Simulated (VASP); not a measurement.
LiF:

```
Li F
1.0
     2.01400    2.01400    0.00000
    -2.01400    2.01400    0.00000
     0.00000    2.01400    2.01400
Li F
1 1
Direct
  0.00000 0.00000 0.00000
  0.50000 0.50000 0.00000
```

```yaml
Program: VASP 6.6.1
Task: relaxation of cell and atoms
Functional: LDA
Potentials_or_basis: VASP PAW LDA potentials, release 64 (Li_sv, F)
Cutoff: 600 eV
k_mesh: 14 × 14 × 14
Occupations: fermi-dirac, width 0.1 eV
Spin: no spin polarisation
```

At the start: pressure -7.0 GPa; volume 8.17 Å³/atom.

Where does the relaxation end?

Over 4 steps the energy falls by 18.5 meV/atom and the volume is 7.39 Å³/atom (-9.5 %); space group Fm-3m (No. 225, to 0.1 Å) before and after.

Step by step:
```csv
step,energy change (eV),largest force (eV/Å),pressure (GPa),volume (Å³)
1,0.0000,0.0000,-7.01,16.34
2,-0.0284,0.0000,-3.73,15.51
3,-0.0369,0.0000,-0.52,14.88
4,-0.0371,0.0000,0.02,14.79
```

Final structure:
```
Li F
1.0
     1.94818    1.94818    0.00000
    -1.94818    1.94818    0.00000
     0.00000    1.94818    1.94818
Li F
1 1
Direct
  0.00000 0.00000 0.00000
  0.50000 0.50000 0.00000
```

Caveat: the cutoff is under 1.25 times the usual one of these potentials, so pressure, stress and relaxed cells hold a basis-set (Pulay) error.
